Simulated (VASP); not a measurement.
Wanted: the native input for a VASP 6.6.1 run.

* Task: relaxation of the atoms
* Functional: PBEsol
* Potentials or basis: VASP PAW PBE potentials, release 64 (Nb_sv, N)
* Cutoff: 520 eV
* k mesh: 9 × 9 × 1
* Occupations: gaussian, width 0.1 eV
* Spin: no spin polarisation
* Dipole correction: yes
* Atoms held fixed (from 0): [0, 1, 3]
* Further INCAR settings: ALGO = Normal; EDIFF = 1e-06; IBRION = 2; EDIFFG = -0.03; NSW = 90

The structure of NbN lies in POSCAR:

```
NbN
1.0
    3.0974787981      0.0000000000      0.0000000000
   -1.5487393991      2.6824953268      0.0000000000
    0.0000000000      0.0000000000     23.3227021204
Nb N
3 3
Selective dynamics
Direct
    0.3333333333      0.6666666667      0.3644517670  F F F
    0.0000000000      0.0000000000      0.4728903534  F F F
    0.6666666667      0.3333333333      0.5813289398  T T T
    0.6666666667      0.3333333333      0.4186710602  F F F
    0.3333333333      0.6666666667      0.5271096466  T T T
    0.0000000000      0.0000000000      0.6355482330  T T T
```

These files were run (other wordings do the same):

INCAR

```
SYSTEM = NbN
PREC = Accurate
ENCUT = 520
EDIFF = 1E-6
ISMEAR = 0
SIGMA = 0.1
LREAL = .FALSE.
LASPH = .TRUE.
NELM = 60
ALGO = Normal
ISIF = 2
LWAVE = .FALSE.
LCHARG = .FALSE.
LDIPOL = .TRUE.
IDIPOL = 3
DIPOL = 0.5 0.5 0.500
GGA = PS
IBRION = 2
NSW = 90
EDIFFG = -0.03
```

KPOINTS

```
Automatic mesh
0
G
  9 9 1
  0 0 0
```

Potentials or basis: VASP PAW PBE potentials, release 64 (Nb_sv, N).

Run with:

```console
$ cat potpaw_PBE.64/Nb_sv/POTCAR potpaw_PBE.64/N/POTCAR > POTCAR
$ mpirun -np 1 vasp_std > vasp.out
```

Results of the run:

| Quantity | Value |
| --- | --- |
| Energy gained by relaxing | 151.9 meV/atom |
| Ionic steps | 9 |
| Band gap on the k mesh | zero (bands 27 and 28 overlap by 0.84 eV) |

Wall time 9.9 min on 1 thread of Intel(R) Xeon(R) Platinum 8375C CPU @ 2.90GHz (Ice Lake), with other jobs on the host, peak memory 0.35 GiB.
